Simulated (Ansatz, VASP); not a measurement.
**Nb3N4: VASP beside Ansatz**

File INCAR:

```
ALGO = Normal
EDIFF = 1E-6
ENCUT = 520
GGA = PE
ISIF = 2
ISMEAR = 0
ISPIN = 2
LASPH = T
LCHARG = F
LMAXMIX = 4
LORBIT = 11
LREAL = F
LWAVE = F
MAGMOM = 0 0 0 0 0 0 0
NBANDS = 42
NELM = 150
PREC = Accurate
SIGMA = 0.1
```

The input KPOINTS:

```
k-points
0
Gamma
  4 4 4
```

Contents of POSCAR:

```
Nb3N4
1.0
    4.5820401300      0.0000000000      0.0000000000
    0.0000000000      4.5820401300      0.0000000000
    0.0000000000      0.0000000000      4.5820401300
Nb N
3 4
Direct
    0.0000000000      0.0000000000      0.5000000000
    0.5000000000      0.0000000000      0.0000000000
    0.0000000000      0.5000000000      0.0000000000
    0.7237776700      0.2762223300      0.2762223300
    0.2762223300      0.7237776700      0.2762223300
    0.2762223300      0.2762223300      0.7237776700
    0.7237776700      0.7237776700      0.7237776700
```

Input for Ansatz:

```yaml
crystal:
  lattice:
    - [4.58204013, 0.0, 0.0]
    - [0.0, 4.58204013, 0.0]
    - [0.0, 0.0, 4.58204013]
  atoms:
    - { symbol: Nb, position: [0.0, 0.0, 0.5] }
    - { symbol: Nb, position: [0.5, 0.0, 0.0] }
    - { symbol: Nb, position: [0.0, 0.5, 0.0] }
    - { symbol: "N", position: [0.72377767, 0.27622233, 0.27622233] }
    - { symbol: "N", position: [0.27622233, 0.72377767, 0.27622233] }
    - { symbol: "N", position: [0.27622233, 0.27622233, 0.72377767] }
    - { symbol: "N", position: [0.72377767, 0.72377767, 0.72377767] }
basis:
  ecutwfc: 420
kpoints:
  mp_grid: { grid: [4, 4, 4] }
hamiltonian:
  xc: pbe
scf:
  occupations: { method: gaussian, width: 0.1 }
  lower_state_search: "off"
output:
  forces: true
  stress: true
  eigenvalues: true
  populations: true
magnetization:
  spin_polarized: true
```

Change from the starting cell: species swapped into the Si3As4 type (P-43m, No. 215).

Alike in both runs: task single point; functional PBE; k mesh 4 × 4 × 4; occupations gaussian, width 0.1 eV; collinear spin.

|  | VASP | Ansatz |
| --- | --- | --- |
| version | VASP 6.6.1 | Ansatz 0.2.0 |
| potentials or method | VASP PAW PBE potentials, release 64 (Nb_sv, N), cutoff 520 eV | scalar-relativistic, plane waves, PAW |
| valence electrons in the cell | 59 | 59 |

```csv
,VASP,Ansatz,Ansatz less VASP
gap on the k mesh at the Fermi level (eV),none,none,-
pressure (GPa),-6.6,-6.3,+0.34
rms of the force components (eV/Å),0.962,0.954,-0.0078
```

Atom by atom the forces differ by 0.008 eV/Å (rms over components). A gap of «none» marks a metal or a gap that the smearing closes. With one functional, cell and mesh, what is left measures potentials, basis and numerics. Ansatz's warnings: no starting moments, stability check not made.
